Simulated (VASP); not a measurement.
# LiSi2C2 (Cm) in VASP: further runs

LiSi2C2 is run at these levels: PBE; tasks: single point.

Everything below comes from runs of VASP 6.6.1. Logs are shortened: lines on timing, memory, paths and dates and some standing lists are left out, and cuts for length are marked.

**1. The cell of the first run**

It takes space group Cm (No. 8, monoclinic). The conventional cell has a = 8.188 Å, b = 3.953 Å, c = 4.576 Å, α = 90.00°, β = 113.00°, γ = 90.00°. Within 2.9 Å of Li (site symmetry m) lie 4 C at 2.17 to 2.42 Å and 3 Si at 2.60 to 2.70 Å. Within 2.5 Å of Si (site symmetry m) lie 2 C at 1.92 Å and 1 Si at 2.44 Å. Within 2.5 Å of Si (site symmetry m) lie 2 C at 1.90 Å and 1 Si at 2.44 Å. C (site symmetry 1) has 1 C at 1.37 Å within 1.8 Å.

**2. Single point, PBE**

Input file INCAR:

```
ALGO = Normal ; EDIFF = 1E-6
ENCUT = 520 ; GGA = PE
ISIF = 2 ; ISMEAR = 0
LASPH = True ; LCHARG = False
LREAL = False ; LWAVE = False
NBANDS = 18 ; NELM = 100
PREC = Accurate ; SIGMA = 0.1
```

Input file KPOINTS:

```
k-points
0
Gamma
  6 6 4
```

Input file POSCAR:

```
LiSi2C2
1.0
    4.6316377804     -1.9765742977     -1.2692489854
    4.6316377804      1.9765742977     -1.2692489854
   -1.7860462106      0.0000000000      4.2129026891
Li Si C
1 2 2
Direct
    0.7726623868      0.7726623868      0.5345258166
    0.4285553874      0.4285553874      0.1435299630
    0.5957070411      0.5957070411      0.8177144584
    0.2035941023      0.8577319224      0.0170018810
    0.8577319224      0.2035941023      0.0170018810
```

Potentials or basis: VASP PAW PBE potentials, release 64 (Li_sv, Si, C).

Started as:

```console
cat potpaw_PBE.64/Li_sv/POTCAR potpaw_PBE.64/Si/POTCAR potpaw_PBE.64/C/POTCAR > POTCAR
mpirun -np 1 vasp_std > vasp.out
```

OUTCAR:

```text
EDIFF = 1E-6
   ENCUT = 520
   GGA = PE
   ISIF = 2
   ISMEAR = 0
   LASPH = True
   LREAL = False
   NELM = 100
   PREC = Accurate

 ion  position               nearest neighbor table
   1  0.773  0.773  0.535-   4 2.17   5 2.17   3 2.60   2 2.61   3 2.70
   2  0.429  0.429  0.144-   4 1.92   5 1.92   3 2.44   1 2.61   3 2.79
   3  0.596  0.596  0.818-   4 1.90   5 1.90   2 2.44   1 2.60   1 2.70   2 2.79
   4  0.204  0.858  0.017-   5 1.37   3 1.90   2 1.92   1 2.17
   5  0.858  0.204  0.017-   4 1.37   3 1.90   2 1.92   1 2.17

  Warning from LATTYP: Got some problem with cell dimensions!
  Tried to take original basis but could not verify dimensions!
  LATTYP: Found a base centered monoclinic cell.
 ALAT       =     8.1884036318
 B/A-ratio  =     0.4827740269
 C/A-ratio  =     0.5588221939
 COS(beta)  =    -0.3906679170

  Lattice vectors:

 A1 = (  -2.8455915698,   1.9765742977,  -2.9436537037)
 A2 = (  -2.8455915698,  -1.9765742977,  -2.9436537037)
 A3 = (  -1.7860462106,   0.0000000000,   4.2129026891)

Analysis of symmetry for initial positions (statically):
=====================================================================
 Subroutine PRICEL returns:
 Original cell was already a primitive cell.

 Routine SETGRP: Setting up the symmetry group for a
 base centered monoclinic supercell.

 Subroutine GETGRP returns: Found  2 space group operations
 (whereof  2 operations were pure point group operations)
 out of a pool of  4 trial point group operations.

The static configuration has the point symmetry C_1h.

Analysis of symmetry for dynamics (positions and initial velocities):
=====================================================================
 Subroutine PRICEL returns:
 Original cell was already a primitive cell.

 Routine SETGRP: Setting up the symmetry group for a
 base centered monoclinic supercell.

 Subroutine GETGRP returns: Found  2 space group operations
 (whereof  2 operations were pure point group operations)
 out of a pool of  4 trial point group operations.

The dynamic configuration has the point symmetry C_1h.

 Subroutine INISYM returns: Found  2 space group operations
 (whereof  2 operations are pure point group operations),
 and found     1 'primitive' translations

----------------------------------------------------------------------------------------

                                     Primitive cell

  volume of cell :      68.1748

  direct lattice vectors                    reciprocal lattice vectors
     4.631637780 -1.976574298 -1.269248985     0.122143555 -0.252962917  0.051782358
     4.631637780  1.976574298 -1.269248985     0.122143555  0.252962917  0.051782358
    -1.786046211  0.000000000  4.212902689     0.073597989  0.000000000  0.268567658

  length of vectors
     5.193255960  5.193255960  4.575861682     0.285640855  0.285640855  0.278469480

  position of ions in fractional coordinates (direct lattice)
     0.772662387  0.772662387  0.534525817
     0.428555387  0.428555387  0.143529963
     0.595707041  0.595707041  0.817714458
     0.203594102  0.857731922  0.017001881
     0.857731922  0.203594102  0.017001881

  ion indices of the primitive-cell ions
   primitive index   ion index
                 1           1
                 2           2
                 3           3
                 4           4
                 5           5

----------------------------------------------------------------------------------------

 KPOINTS: k-points

Automatic generation of k-mesh.
 Grid dimensions read from file:
 generate k-points for:    6    6    4

 Generating k-lattice:

  Cartesian coordinates                     Fractional coordinates (reciprocal lattice)
     0.020357259 -0.042160486  0.008630393     0.166666667 -0.000000000  0.000000000
     0.020357259  0.042160486  0.008630393    -0.000000000  0.166666667  0.000000000
     0.018399497  0.000000000  0.067141915     0.000000000  0.000000000  0.250000000

  Length of vectors
     0.047606809  0.047606809  0.069617370

  Shift w.r.t. Gamma in fractional coordinates (k-lattice)
     0.000000000  0.000000000  0.000000000

 Subroutine IBZKPT returns following result:
 ===========================================

 Found     47 irreducible k-points:

 Following reciprocal coordinates:
            Coordinates               Weight
  0.000000  0.000000  0.000000      1.000000
  0.166667 -0.000000  0.000000      4.000000
  0.333333 -0.000000  0.000000      4.000000
  0.500000 -0.000000 -0.000000      2.000000
  0.166667  0.166667  0.000000      2.000000
  0.333333  0.166667  0.000000      4.000000
[... 16 lines left out ...]
 -0.333333  0.166667  0.250000      4.000000
 -0.166667  0.166667  0.250000      4.000000
 [... further k-points ...]
   k-points           NKPTS =     47   k-points in BZ     NKDIM =     47   number of bands    NBANDS=     18
   number of dos      NEDOS =    301   number of ions     NIONS =      5
   total plane-waves  NPLWV =  57600
   dimension x,y,z NGX =    40 NGY =   40 NGZ =   36
   dimension x,y,z NGXF=    80 NGYF=   80 NGZF=   72
   ions per type =               1   2   2
   NGX,Y,Z   is equivalent  to a cutoff of  12.80, 12.80, 13.08 a.u.
   NGXF,Y,Z  is equivalent  to a cutoff of  25.61, 25.61, 26.16 a.u.
 SYSTEM =  unknown system
   PREC   = accura    normal or accurate (medium, high low for compatibility)
   ISTART =      0    job   : 0-new  1-cont  2-samecut
   ICHARG =      2    charge: 1-file 2-atom 10-const
   ISPIN  =      1    spin polarized calculation?
   LNONCOLLINEAR =      F non collinear calculations
   LSORBIT =      F    spin-orbit coupling
   LASPH  =      T    aspherical Exc in radial PAW
   ENCUT  =  520.0 eV  38.22 Ry    6.18 a.u.   9.66  9.66  8.51*2*pi/ulx,y,z
   NELM   =    100;   NELMIN=  2; NELMDL= -5     # of ELM steps
   EDIFF  = 0.1E-05   stopping-criterion for ELM
   LREAL  =      F    real-space projection
   EDIFFG = 0.1E-04   stopping-criterion for IOM
   NSW    =      0    number of steps for IOM
   IBRION =     -1    ionic relax: 0-MD 1-quasi-New 2-CG
   NFREE  =      0    steps in history (QN), initial steepest desc. (CG)
   ISIF   =      2    stress and relaxation
   ISYM   =      2    0-nonsym 1-usesym 2-fastsym
   POTIM  = 0.5000    time-step for ionic-motion
   TEBEG  =    0.0;   TEEND  =   0.0 temperature during run
   PSTRESS=    0.0 pullay stress
   NELECT =      19.0000    total number of electrons
   NUPDOWN=      -1.0000    fix difference up-down
   EMIN   =  10.00;   EMAX   =-10.00  energy-range for DOS
   EFERMI =   0.00;   METHOD = LEGACY
   ISMEAR =     0;   SIGMA  =   0.10  broadening in eV -4-tet -1-fermi 0-gaus
   EFERMI_NEDOS =   21; number of points for ismear=-14 and -15
   IALGO  =     38    algorithm
   IMIX   =      4    mixing-type and parameters
     AMIX     =   0.40;   BMIX     =  1.00
     AMIX_MAG =   1.60;   BMIX_MAG =  1.00
  volume/ion in A,a.u.               =      13.63        92.01
  Fermi-wavevector in a.u.,A,eV,Ry     =   1.069345  2.020770 15.558258  1.143500
  Thomas-Fermi vector in A             =   2.205022
   LORBIT       =      0    0 simple, 1 ext, 2 COOP (PROOUT), +10 PAW based schemes
   GGA     = PE    functional components
   LHFCALC =     F    Hartree Fock is set to
   AEXX    =    0.0000 exact exchange contribution
   IVDW    =     0    specifies the selected vdW correction
   LEPSILON=     F    determine dielectric tensor
   LRPA    =     F    only Hartree local field effects (RPA)
 non-spin polarized calculation
 Gauss-broadening in eV      SIGMA  =   0.10
  energy-cutoff  :      520.00
  volume of cell :       68.17
 maximum number of plane-waves:      1851
 NGX is ok and might be reduce to    40
   NGX = 19   NGY = 19   NGZ = 17

 number of electron      18.9999997 magnetization

 Free energy of the ion-electron system (eV)
  ---------------------------------------------------
  ext. energy  EPLUGINS =         0.00000000
  ---------------------------------------------------
  free energy    TOTEN  =       -29.75107312 eV

  energy without entropy =      -29.74677017  energy(sigma->0) =      -29.74892165

 E-fermi :   5.1914     XC(G=0):  -9.5975

 val. band max:        5.1543090323   @ k =   0.5000   0.1667   0.5000
 cond. band min:       5.1946523102   @ k =  -0.1667  -0.3333   0.2500
 fundamental gap:      0.0403432780
 Fermi energy:         5.1913973904

 k-point     1 :       0.0000    0.0000    0.0000
  band No.  band energies     occupation
      1     -41.0422      2.00000
      2     -10.3254      2.00000
      3      -4.2428      2.00000
      4      -2.2608      2.00000
      5      -1.9230      2.00000
      6      -0.5788      2.00000
[... 10 lines left out ...]
     17      12.2151      0.00000
     18      14.9324      0.00000

 k-point     2 :       0.1667   -0.0000    0.0000
  band No.  band energies     occupation
      1     -41.0421      2.00000
      2     -10.1349      2.00000
      3      -5.2802      2.00000
      4      -1.8827      2.00000
      5      -1.3448      2.00000
      6      -0.0786      2.00000
[... 10 lines left out ...]
     17      13.2666      0.00000
     18      13.9886      0.00000

 k-point     3 :       0.3333   -0.0000    0.0000
  band No.  band energies     occupation
      1     -41.0419      2.00000
      2      -9.6132      2.00000
      3      -6.7115      2.00000
      4      -1.5013      2.00000
      5      -0.3371      2.00000
      6       0.6120      2.00000
[... 10 lines left out ...]
     17      13.3426      0.00000
     18      13.7237      0.00000

 k-point     4 :       0.5000   -0.0000   -0.0000
  band No.  band energies     occupation
      1     -41.0418      2.00000
      2      -9.1627      2.00000
      3      -7.4890      2.00000
      4      -0.7680      2.00000
      5      -0.5974      2.00000
      6       0.3261      2.00000
[... 375 lines left out ...]
      4      -2.7947      2.00000
      5      -0.5695      2.00000
      6       0.3003      2.00000
[... 10 lines left out ...]
     17      13.4963      0.00000
     18      13.7497      0.00000

 k-point    23 :      -0.3333    0.1667    0.2500
  band No.  band energies     occupation
      1     -41.0418      2.00000
      2      -9.1362      2.00000
      3      -7.3127      2.00000
      4      -2.2883      2.00000
      5      -0.6916      2.00000
      6       0.8873      2.00000
[... 10 lines left out ...]
     17      13.0381      0.00000
     18      13.9599      0.00000

 k-point    24 :      -0.1667    0.1667    0.2500
  band No.  band energies     occupation
      1     -41.0419      2.00000
      2      -9.5633      2.00000
      3      -6.5672      2.00000
      4      -2.3537      2.00000
      5      -0.1939      2.00000
      6       0.1793      2.00000
[... 10 lines left out ...]
     17      13.4277      0.00000
     18      13.9915      0.00000

 [... further k-points ...]

------------------------ aborting loop because EDIFF is reached ----------------------------------------

  FORCE on cell =-STRESS in cart. coord.  units (eV):
  Direction    XX          YY          ZZ          XY          YZ          ZX
  --------------------------------------------------------------------------------------
  -------------------------------------------------------------------------------------
  Total        0.0520226      0.0478291     -0.0396506      0.0000000      0.0000000     -0.0029959
  in kB        1.2225831      1.1240314     -0.9318297      0.0000000      0.0000000     -0.0704059
  external PRESSURE =       0.4715949 kB  Pullay stress =       0.0000000 kB

 VOLUME and BASIS-vectors are now :
 -----------------------------------------------------------------------------
  energy-cutoff  :      520.00
  volume of cell :       68.17
      direct lattice vectors                 reciprocal lattice vectors
     4.631637780 -1.976574298 -1.269248985     0.122143555 -0.252962917  0.051782358
     4.631637780  1.976574298 -1.269248985     0.122143555  0.252962917  0.051782358
    -1.786046211  0.000000000  4.212902689     0.073597989  0.000000000  0.268567658

 POSITION                                       TOTAL-FORCE (eV/Angst)
 -----------------------------------------------------------------------------------
      6.20270      0.00000      0.29050        -0.002194      0.000000     -0.001443
      3.71348      0.00000     -0.48321         0.012998      0.000000      0.008623
      4.05772      0.00000      1.93275        -0.009894      0.000000     -0.013673
      4.88531      1.29295     -1.27546        -0.000455     -0.073890      0.003247
      4.88531     -1.29295     -1.27546        -0.000455      0.073890      0.003247
 -----------------------------------------------------------------------------------
    total drift:                                0.000407      0.000000     -0.000148

  FREE ENERGIE OF THE ION-ELECTRON SYSTEM (eV)
  ---------------------------------------------------
  free  energy   TOTEN  =       -29.7510731195 eV

  energy  without entropy=      -29.7467701732  energy(sigma->0) =      -29.74892165
```

Wall time 28 s (1 thread of Intel Xeon Platinum 8559C (Emerald Rapids), shared host); peak memory 0.24 GiB.

Results:

- Free energy: -29.7511 eV
- Largest force: 0.074 eV/Å

Forces in eV/Å, atoms in the order of the input:
```
Li  -0.002  0.000 -0.001
Si   0.013  0.000  0.009
Si  -0.010  0.000 -0.014
C    0.000 -0.074  0.003
C    0.000  0.074  0.003
```

Caveat: the k points lie up to 0.44 Å⁻¹ apart; the cutoff is under 1.25 times the usual one of these potentials, so pressure, stress and relaxed cells hold a basis-set (Pulay) error.

**3. Single point, PBE**

This run uses another cell than the first one, of 13.67 Å³/atom, 1.003 times its volume.

Input file INCAR:

```
SYSTEM = LiSi2C2
PREC = Accurate ; ENCUT = 520
EDIFF = 1E-6 ; ISMEAR = 0
SIGMA = 0.1 ; LREAL = .FALSE.
LASPH = .TRUE. ; NELM = 60
ALGO = Normal ; ISIF = 2
LWAVE = .FALSE. ; LCHARG = .FALSE.
GGA = PE ; NBANDS = 18
```

Input file KPOINTS:

```
regular mesh
0
G
  6 6 4
  0 0 0
```

Input file POSCAR:

```
LiSi2C2
1.0
    4.0980838892     -1.9728759725      0.0065361256
    4.0980838892      1.9728759725      0.0065361256
   -1.7826128302      0.0000000000      4.2238429757
Li Si C
1 2 2
Direct
    0.7724835641      0.7724835641      0.0100203990
    0.4290982903      0.4290982903      0.7140936260
    0.5957264194      0.5957264194      0.3736205212
    0.8572039760      0.2037385902      0.0444965668
    0.2037385902      0.8572039760      0.0444965668
```

Potentials or basis: VASP PAW PBE potentials, release 64 (Li_sv, Si, C).

Started as:

```console
cat potpaw_PBE.64/Li_sv/POTCAR potpaw_PBE.64/Si/POTCAR potpaw_PBE.64/C/POTCAR > POTCAR
mpirun -np 1 vasp_std > vasp.out
```

OUTCAR:

```text
SYSTEM = LiSi2C2
   PREC = Accurate
   ENCUT = 520
   EDIFF = 1E-6
   ISMEAR = 0
   LREAL = .FALSE.
   LASPH = .TRUE.
   NELM = 60
   ISIF = 2
   GGA = PE

 ion  position               nearest neighbor table
   1  0.772  0.772  0.010-   4 2.17   5 2.17   3 2.60   2 2.61   3 2.71
   2  0.429  0.429  0.714-   4 1.92   5 1.92   3 2.44   1 2.61   3 2.79
   3  0.596  0.596  0.374-   4 1.90   5 1.90   2 2.44   1 2.60   1 2.71   2 2.79
   4  0.857  0.204  0.044-   5 1.37   3 1.90   2 1.92   1 2.17
   5  0.204  0.857  0.044-   4 1.37   3 1.90   2 1.92   1 2.17

[... 711 lines left out ...]
  -------------------------------------------------------------------------------------
  Total       -0.0258110      0.2054818     -0.0867317      0.0000000      0.0000000      0.0089496
  in kB       -0.6050690      4.8169636     -2.0331895      0.0000000      0.0000000      0.2098001
  external PRESSURE =       0.7262350 kB  Pullay stress =       0.0000000 kB

 VOLUME and BASIS-vectors are now :
 -----------------------------------------------------------------------------
  energy-cutoff  :      520.00
  volume of cell :       68.35
      direct lattice vectors                 reciprocal lattice vectors
     4.098083889 -1.972875973  0.006536126     0.121926169 -0.253437118  0.051457205
     4.098083889  1.972875973  0.006536126     0.121926169  0.253437118  0.051457205
    -1.782612830  0.000000000  4.223842976    -0.000377346  0.000000000  0.236591972

 POSITION                                       TOTAL-FORCE (eV/Angst)
 -----------------------------------------------------------------------------------
      6.31354      0.00000      0.05242        -0.006248      0.000000     -0.011861
      2.24401      0.00000      3.02183         0.003755      0.000000     -0.004915
      4.21665      0.00000      1.58590        -0.004132      0.000000      0.009210
      4.26851     -1.28921      0.19488         0.003313      0.050043      0.003783
      4.26851      1.28921      0.19488         0.003313     -0.050043      0.003783
 -----------------------------------------------------------------------------------
    total drift:                                0.000075      0.000000      0.000461

  FREE ENERGIE OF THE ION-ELECTRON SYSTEM (eV)
  ---------------------------------------------------
  free  energy   TOTEN  =       -29.7540359485 eV

  energy  without entropy=      -29.7525578424  energy(sigma->0) =      -29.75329690
```

OSZICAR:

```text
N       E                     dE             d eps       ncg     rms          rms(c)
DAV:   1     0.490340267134E+02    0.49034E+02   -0.76850E+03  1692   0.931E+02
DAV:   2    -0.264879239952E+02   -0.75522E+02   -0.72490E+02  2232   0.186E+02
DAV:   3    -0.332106433228E+02   -0.67227E+01   -0.66618E+01  2962   0.423E+01
DAV:   4    -0.333568344007E+02   -0.14619E+00   -0.14591E+00  2346   0.658E+00
DAV:   5    -0.333622011552E+02   -0.53668E-02   -0.53658E-02  2606   0.109E+00    0.106E+01
DAV:   6    -0.297522635353E+02    0.36099E+01   -0.12210E+01  1996   0.178E+01    0.493E+00
DAV:   7    -0.297860483864E+02   -0.33785E-01   -0.15020E+00  1968   0.658E+00    0.267E+00
DAV:   8    -0.297550085923E+02    0.31040E-01   -0.16312E-01  2518   0.210E+00    0.757E-01
DAV:   9    -0.297533006694E+02    0.17079E-02   -0.19973E-02  2252   0.879E-01    0.198E-01
DAV:  10    -0.297538476655E+02   -0.54700E-03   -0.52578E-03  2128   0.382E-01    0.863E-02
DAV:  11    -0.297540136236E+02   -0.16596E-03   -0.63616E-04  2082   0.149E-01    0.352E-02
DAV:  12    -0.297540292701E+02   -0.15647E-04   -0.60564E-05  2082   0.480E-02    0.219E-02
DAV:  13    -0.297540359893E+02   -0.67192E-05   -0.16074E-05  1960   0.217E-02    0.622E-03
DAV:  14    -0.297540359485E+02    0.40778E-07   -0.53980E-07  1652   0.473E-03
   1 F= -.29754036E+02 E0= -.29753297E+02  d E =-.147811E-02
```

It took 24 s on 1 thread of Intel Xeon Platinum 8559C (Emerald Rapids), shared host; peak memory 0.21 GiB.

What came out:

```
Free energy   : -29.7540 eV
Largest force : 0.050 eV/Å
```

Forces on the atoms (eV/Å):
```
Li  -0.006  0.000 -0.012
Si   0.004  0.000 -0.005
Si  -0.004  0.000  0.009
C    0.003  0.050  0.004
C    0.003 -0.050  0.004
```

Caveat: the k points lie up to 0.37 Å⁻¹ apart; the cutoff is under 1.25 times the usual one of these potentials, so pressure, stress and relaxed cells hold a basis-set (Pulay) error.
